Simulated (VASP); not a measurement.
# Na (Im-3m) in VASP: notebook, part 2 of 2

VASP 6.6.1. Earlier steps stand in the parts before.

**3. Electric field gradients, PBE (volume scaled by 1.06)**

INCAR reads:

```
SYSTEM = Na
ALGO = Normal
EDIFF = 1E-8
ENCUT = 520
GGA = PE
ISIF = 2
ISMEAR = -1
LASPH = .TRUE.
LCHARG = .FALSE.
LEFG = .TRUE.
LREAL = .FALSE.
LWAVE = .FALSE.
NBANDS = 10
NELM = 60
PREC = Accurate
SIGMA = 0.03
```

KPOINTS reads:

```
k-points
0
G
  11 11 11
  0 0 0
```

POSCAR reads:

```
Na
1.0
   -2.1590301515      2.1590301515      2.1590301515
    2.1590301515     -2.1590301515      2.1590301515
    2.1590301515      2.1590301515     -2.1590301515
Na
1
Direct
    0.0000000000      0.0000000000      0.0000000000
```

Potentials or basis: VASP PAW PBE potentials, release 64 (Na_pv).

Started as:

```sh
cat potpaw_PBE.64/Na_pv/POTCAR > POTCAR
mpirun -np 1 vasp_std > vasp.out
```

OUTCAR:

```text
SYSTEM = Na
   EDIFF = 1E-8
   ENCUT = 520
   GGA = PE
   ISIF = 2
   ISMEAR = -1
   LASPH = .TRUE.
   LREAL = .FALSE.
   NELM = 60
   PREC = Accurate

 ion  position               nearest neighbor table
   1  0.000  0.000  0.000-

  LATTYP: Found a body centered cubic cell.
 ALAT       =     4.3180603030

  Lattice vectors:

 A1 = (  -2.1590301515,   2.1590301515,   2.1590301515)
 A2 = (   2.1590301515,  -2.1590301515,   2.1590301515)
 A3 = (   2.1590301515,   2.1590301515,  -2.1590301515)

Analysis of symmetry for initial positions (statically):
=====================================================================
 Subroutine PRICEL returns:
 Original cell was already a primitive cell.

 Routine SETGRP: Setting up the symmetry group for a
 body centered cubic supercell.

 Subroutine GETGRP returns: Found 48 space group operations
 (whereof 48 operations were pure point group operations)
 out of a pool of 48 trial point group operations.

The static configuration has the point symmetry O_h .

Analysis of symmetry for dynamics (positions and initial velocities):
=====================================================================
 Subroutine PRICEL returns:
 Original cell was already a primitive cell.

 Routine SETGRP: Setting up the symmetry group for a
 body centered cubic supercell.

 Subroutine GETGRP returns: Found 48 space group operations
 (whereof 48 operations were pure point group operations)
 out of a pool of 48 trial point group operations.

The dynamic configuration has the point symmetry O_h .

 Subroutine INISYM returns: Found 48 space group operations
 (whereof 48 operations are pure point group operations),
 and found     1 'primitive' translations

----------------------------------------------------------------------------------------

                                     Primitive cell

  volume of cell :      40.2565

  direct lattice vectors                    reciprocal lattice vectors
    -2.159030152  2.159030152  2.159030152     0.000000000  0.231585464  0.231585464
     2.159030152 -2.159030152  2.159030152     0.231585464  0.000000000  0.231585464
     2.159030152  2.159030152 -2.159030152     0.231585464  0.231585464  0.000000000

  length of vectors
     3.739549917  3.739549917  3.739549917     0.327511304  0.327511304  0.327511304

  position of ions in fractional coordinates (direct lattice)
     0.000000000  0.000000000  0.000000000

  ion indices of the primitive-cell ions
   primitive index   ion index
                 1           1

----------------------------------------------------------------------------------------

 KPOINTS: k-points

Automatic generation of k-mesh.
 Grid dimensions read from file:
 generate k-points for:   11   11   11

 Generating k-lattice:

  Cartesian coordinates                     Fractional coordinates (reciprocal lattice)
     0.000000000  0.021053224  0.021053224     0.090909091  0.000000000  0.000000000
     0.021053224  0.000000000  0.021053224     0.000000000  0.090909091  0.000000000
[... 64 lines left out ...]
   ISIF   =      2    stress and relaxation
   ISYM   =      2    0-nonsym 1-usesym 2-fastsym
   POTIM  = 0.5000    time-step for ionic-motion
   TEBEG  =    0.0;   TEEND  =   0.0 temperature during run
   PSTRESS=    0.0 pullay stress
   NELECT =       7.0000    total number of electrons
   NUPDOWN=      -1.0000    fix difference up-down
   EMIN   =  10.00;   EMAX   =-10.00  energy-range for DOS
   EFERMI =   0.00;   METHOD = LEGACY
   ISMEAR =    -1;   SIGMA  =   0.03  broadening in eV -4-tet -1-fermi 0-gaus
   EFERMI_NEDOS =   21; number of points for ismear=-14 and -15
   IALGO  =     38    algorithm
   IMIX   =      4    mixing-type and parameters
     AMIX     =   0.40;   BMIX     =  1.00
     AMIX_MAG =   1.60;   BMIX_MAG =  1.00
  volume/ion in A,a.u.               =      40.26       271.66
  Fermi-wavevector in a.u.,A,eV,Ry     =   0.913753  1.726743 11.360110  0.834945
  Thomas-Fermi vector in A             =   2.038301
   LORBIT       =      0    0 simple, 1 ext, 2 COOP (PROOUT), +10 PAW based schemes
   GGA     = PE    functional components
   LHFCALC =     F    Hartree Fock is set to
   AEXX    =    0.0000 exact exchange contribution
   IVDW    =     0    specifies the selected vdW correction
   LEPSILON=     F    determine dielectric tensor
   LRPA    =     F    only Hartree local field effects (RPA)
 non-spin polarized calculation
  energy-cutoff  :      520.00
  volume of cell :       40.26
 maximum number of plane-waves:      1106
   NGX = 13   NGY = 13   NGZ = 13

 number of electron       6.9999998 magnetization

 Free energy of the ion-electron system (eV)
  ---------------------------------------------------
  ext. energy  EPLUGINS =         0.00000000
  ---------------------------------------------------
  free energy    TOTEN  =        -1.30811100 eV

  energy without entropy =       -1.30689313  energy(sigma->0) =       -1.30750206

 E-fermi :   0.1128     XC(G=0):  -6.2917

 val. band max:        0.0722007828   @ k =  -0.3636   0.4545   0.0909
 cond. band min:       0.2016693637   @ k =   0.1818   0.1818   0.1818
 fundamental gap:      0.1294685809
 Fermi energy:         0.1127564050

 k-point     1 :       0.0000    0.0000    0.0000
  band No.  band energies     occupation
      1     -24.8673      2.00000
      2     -24.8673      2.00000
      3     -24.8673      2.00000
      4      -3.0063      2.00000
      5      11.3100      0.00000
      6      11.3100      0.00000
      7      11.3100      0.00000
      8      12.2655      0.00000
      9      12.2655      0.00000
     10      12.7881      0.00000
[... 287 lines left out ...]
 k-point    24 :       0.3636    0.1818    0.0909
  band No.  band energies     occupation
      1     -24.8888      2.00000
      2     -24.8792      2.00000
      3     -24.8713      2.00000
      4       1.4261      0.00000
      5       1.8440      0.00000
      6       4.4729      0.00000
      7       6.1351      0.00000
      8      12.7622      0.00000
      9      14.0462      0.00000
     10      15.1655      0.00000

 [... further k-points ...]
[... 5 lines left out ...]
  --------------------------------------------------------------------------------------
  -------------------------------------------------------------------------------------
  Total       -0.1470963     -0.1470963     -0.1470963      0.0000000     -0.0000000     -0.0000000
  in kB       -5.8543159     -5.8543159     -5.8543159      0.0000000     -0.0000000     -0.0000000
  external PRESSURE =      -5.8543159 kB  Pullay stress =       0.0000000 kB

 VOLUME and BASIS-vectors are now :
 -----------------------------------------------------------------------------
  energy-cutoff  :      520.00
  volume of cell :       40.26
      direct lattice vectors                 reciprocal lattice vectors
    -2.159030152  2.159030152  2.159030152     0.000000000  0.231585464  0.231585464
     2.159030152 -2.159030152  2.159030152     0.231585464  0.000000000  0.231585464
     2.159030152  2.159030152 -2.159030152     0.231585464  0.231585464  0.000000000

 POSITION                                       TOTAL-FORCE (eV/Angst)
 -----------------------------------------------------------------------------------
      0.00000      0.00000      0.00000        -0.000000     -0.000000     -0.000000
 -----------------------------------------------------------------------------------
    total drift:                               -0.000000     -0.000000     -0.000000

  FREE ENERGIE OF THE ION-ELECTRON SYSTEM (eV)
  ---------------------------------------------------
  free  energy   TOTEN  =        -1.3081110043 eV

  energy  without entropy=       -1.3068931253  energy(sigma->0) =       -1.30750206

 Electric field gradients (V/A^2)
---------------------------------------------------------------------
 ion       V_xx      V_yy      V_zz      V_xy      V_xz      V_yz
---------------------------------------------------------------------
   1      -0.000    -0.000    -0.000     0.001     0.001     0.001
---------------------------------------------------------------------

 Electric field gradients after diagonalization (V/A^2)
 (convention: |V_zz| > |V_xx| > |V_yy|)
----------------------------------------------------------------------
 ion       V_xx      V_yy      V_zz     asymmetry (V_yy - V_xx)/ V_zz
----------------------------------------------------------------------
   1      -0.001    -0.001     0.002       0.000
----------------------------------------------------------------------

           NMR quadrupolar parameters

 Cq : quadrupolar parameter    Cq=e*Q*V_zz/h
 eta: asymmetry parameters     (V_yy - V_xx)/ V_zz
 Q  : nuclear electric quadrupole moment in mb (millibarn)
----------------------------------------------------------------------
 ion       Cq(MHz)       eta       Q (mb)
----------------------------------------------------------------------
   1       0.000       0.000       1.000
----------------------------------------------------------------------
```

Wall time 11 s (1 thread of Intel Xeon Platinum 8488C (Sapphire Rapids), shared host); peak memory 0.15 GiB.

Results:

| Quantity | Value |
| --- | --- |
| Free energy | -1.3081 eV |
| Pressure | -0.6 GPa |

Caveat: without QUAD_EFG the Cq values of the log hold for a quadrupole moment of 1 mb, not for the nuclei.
